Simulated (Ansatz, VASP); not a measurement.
## TiO2: VASP beside Ansatz

The input POSCAR:

```
TiO2
1.0
    4.5973635523      0.0000000000      0.0000000000
    0.0000000000      4.5973635523      0.0000000000
    0.0000000000      0.0000000000      2.8731688202
Ti O
2 4
Direct
    0.0000000000      0.0000000000      0.0000000000
    0.5000000000      0.5000000000      0.5000000000
    0.3051400959      0.3051400959      0.0000000000
    0.1948599041      0.8051400959      0.5000000000
    0.6948599041      0.6948599041      0.0000000000
    0.8051400959      0.1948599041      0.5000000000
```

INCAR.step1

```
  PREC = Accurate
  ENCUT = 520
  ISMEAR = 0
  SIGMA = 0.05
  LREAL = False
  LASPH = True
  NELM = 150
  LMAXMIX = 4
  LDAU = True
  LDAUTYPE = 2
  LDAUL = 2 -1
  LDAUU = 4 0
  LDAUJ = 0 0
  NBANDS = 33
  GGA = PE
  ALGO = Normal
  EDIFF = 1E-4
  LWAVE = True
  LCHARG = False
```

File INCAR.step2:

```
  PREC = Accurate
  ENCUT = 520
  EDIFF = 1E-6
  ISMEAR = 0
  SIGMA = 0.05
  LREAL = False
  LASPH = True
  NELM = 150
  ALGO = Normal
  ISIF = 2
  LWAVE = False
  LCHARG = False
  LMAXMIX = 4
  LDAU = True
  LDAUTYPE = 2
  LDAUL = 2 -1
  LDAUU = 4 0
  LDAUJ = 0 0
  LDAUPRINT = 1
  METAGGA = R2SCAN
  LMIXTAU = True
  NBANDS = 33
  ISTART = 1
```

The input KPOINTS:

```
regular mesh
0
Gamma
  6 6 8
```

Input for Ansatz:

```yaml
crystal:
  lattice:
    - [4.5973635523, 0.0, 0.0]
    - [0.0, 4.5973635523, 0.0]
    - [0.0, 0.0, 2.8731688202]
  atoms:
    - { symbol: Ti, position: [0.0, 0.0, 0.0] }
    - { symbol: Ti, position: [0.5, 0.5, 0.5] }
    - { symbol: O, position: [0.3051400959, 0.3051400959, 0.0] }
    - { symbol: O, position: [0.1948599041, 0.8051400959, 0.5] }
    - { symbol: O, position: [0.6948599041, 0.6948599041, 0.0] }
    - { symbol: O, position: [0.8051400959, 0.1948599041, 0.5] }
basis:
  ecutwfc: 500
kpoints:
  mp_grid: { grid: [6, 6, 8] }
hamiltonian:
  xc: r2scan
  hubbard: { sites: [{ species: Ti, l: d, u_eff: 4.0 }] }
scf:
  occupations: { method: gaussian, width: 0.05 }
output:
  forces: true
  stress: true
  eigenvalues: true
```

Change from the starting cell: strain +0.000 along x and y, -0.040 along z, atoms carried along.

Alike in both runs: task single point; functional r2SCAN; k mesh 6 × 6 × 8; occupations gaussian, width 0.05 eV; no spin polarisation; Hubbard terms Ti d U = 4.0 eV.

|  | VASP | Ansatz |
| --- | --- | --- |
| version | VASP 6.6.1 | Ansatz 0.2.0 |
| potentials or method | VASP PAW PBE potentials, release 64 (Ti_sv, O), cutoff 520 eV | scalar-relativistic, plane waves, PAW |
| valence electrons in the cell | 48 | 48 |

Ansatz gave:

```
gap on the k mesh at the Fermi level (eV)                     : 2.82
least direct gap on the mesh (eV)                             : 2.87
pressure (GPa)                                                : 13.1
traceless stress, the component that is largest in VASP (GPa) : 10.84
rms of the force components (eV/Å)                            : 0.154
```

What did VASP give for the same quantities?

gap on the k mesh at the Fermi level (eV): 2.93; least direct gap on the mesh (eV): 2.95; pressure (GPa): 18.9; traceless stress, the component that is largest in VASP (GPa): 12.14; rms of the force components (eV/Å): 0.261.

VASP's potentials were made for PBE, not for r2SCAN. The programs project onto different local orbitals, so the same U acts differently, and such runs can settle in different states. Atom by atom the forces differ by 0.107 eV/Å (rms over components).
